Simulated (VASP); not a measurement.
A run of VASP 6.6.1 is set up as follows.

INCAR

```
PREC = Accurate
ENCUT = 520
EDIFF = 1E-6
ISMEAR = 0
SIGMA = 0.05
LREAL = F
LASPH = T
NELM = 60
ALGO = Normal
ISIF = 2
LWAVE = F
LCHARG = T
GGA = PE
LELF = T
LVHAR = T
NBANDS = 11
```

KPOINTS

```
regular mesh
0
Gamma
  10 10 10
```

The input POSCAR:

```
Si
1.0
    0.0000000000      2.6369938017      2.9413028864
    2.6369938017      0.0000000000      2.9413028864
    2.6369938017      2.6369938017      0.0000000000
Si
2
Direct
    0.5000000000      0.5000000000      0.5000000000
    0.7500000000      0.7500000000      0.7500000000
```

Potentials or basis: VASP PAW PBE potentials, release 64 (Si).

Run with:

```sh
$ cat potpaw_PBE.64/Si/POTCAR > POTCAR
$ mpirun -np 1 vasp_std > vasp.out
```

**Question.** Estimate the pressure.

**Answer.** -0.3 GPa.

Stress tensor (GPa, compression positive):
```
 3.76  0.00  0.00
 0.00  3.76  0.00
 0.00  0.00 -8.56
```
